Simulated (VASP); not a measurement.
Set up this calculation in VASP 6.6.1, as the native input.

| Item | Value |
| --- | --- |
| Task | relaxation of cell and atoms |
| Functional | PBE |
| Potentials or basis | VASP PAW PBE potentials, release 64 (Li_sv, F) |
| Cutoff | 600 eV |
| k mesh | 6 × 6 × 6 |
| Occupations | gaussian, width 0.1 eV |
| Spin | no spin polarisation |
| Dipole correction | no |
| Further INCAR settings | ALGO = Normal; EDIFF = 1e-06; IBRION = 2; EDIFFG = -0.04; NSW = 90; ISIF = 3 |

The structure of Li4F lies in POSCAR:

```
Li4F
1.0
    2.4381998300      1.4076953300      3.2955110700
   -2.4381998300      1.4076953300      3.2955110700
    0.0000000000     -2.8153906500      3.2955110700
Li F
4 1
Direct
    0.5000000000      0.5000000000      0.0000000000
    0.0000000000      0.5000000000      0.5000000000
    0.5000000000      0.0000000000      0.5000000000
    0.5000000000      0.5000000000      0.5000000000
    0.0000000000      0.0000000000      0.0000000000
```

These files were run (other wordings do the same):

INCAR

```
SYSTEM = Li4F
PREC     = Accurate       ! precision mode
ENCUT    = 600            ! plane-wave cutoff, eV
EDIFF    = 1E-6           ! SCF threshold, eV
ISMEAR   = 0              ! smearing method
SIGMA    = 0.1            ! smearing width, eV
LREAL    = .False.        ! projectors in reciprocal space
LASPH    = .True.         ! aspherical terms in the spheres
NELM     = 80             ! most SCF steps
ALGO     = Normal         ! electronic algorithm
ISIF     = 3              ! what is computed and relaxed
LWAVE    = .False.        ! write WAVECAR
LCHARG   = .False.        ! write CHGCAR
GGA      = PE             ! functional
IBRION   = 2              ! ionic algorithm
NSW      = 90             ! ionic steps
EDIFFG   = -0.04          ! ionic threshold
```

KPOINTS

```
Automatic mesh
0
Gamma
  6 6 6
  0 0 0
```

Potentials or basis: VASP PAW PBE potentials, release 64 (Li_sv, F).

The run is started by

```bash
$ cat potpaw_PBE.64/Li_sv/POTCAR potpaw_PBE.64/F/POTCAR > POTCAR
$ mpirun -np 1 vasp_std > vasp.out
```

Results of the run:

* Relaxed volume: 20.19 Å³/atom
* Relaxed cell: a = 5.191 Å, b = 5.191 Å, c = 5.191 Å, α = 60.91°, β = 60.91°, γ = 60.91°
* Space group after relaxing (to 0.05 Å): R-3m (No. 166)
* Energy gained by relaxing: 321.7 meV/atom
* Ionic steps: 8
* Pressure after relaxing: -0.1 GPa

Caveat: the cutoff is under 1.25 times the usual one of these potentials, so pressure, stress and relaxed cells hold a basis-set (Pulay) error; the volume moved by over 15 % at a fixed basis, so the end points are rough; an odd number of electrons without spin polarisation forces a metal; a magnetic or distorted state may lie lower.

Run time: 2.6 min on 1 thread of Intel(R) Xeon(R) Platinum 8259CL CPU @ 2.50GHz (Skylake/Cascade Lake), with other jobs on the host, peak memory 0.21 GiB.
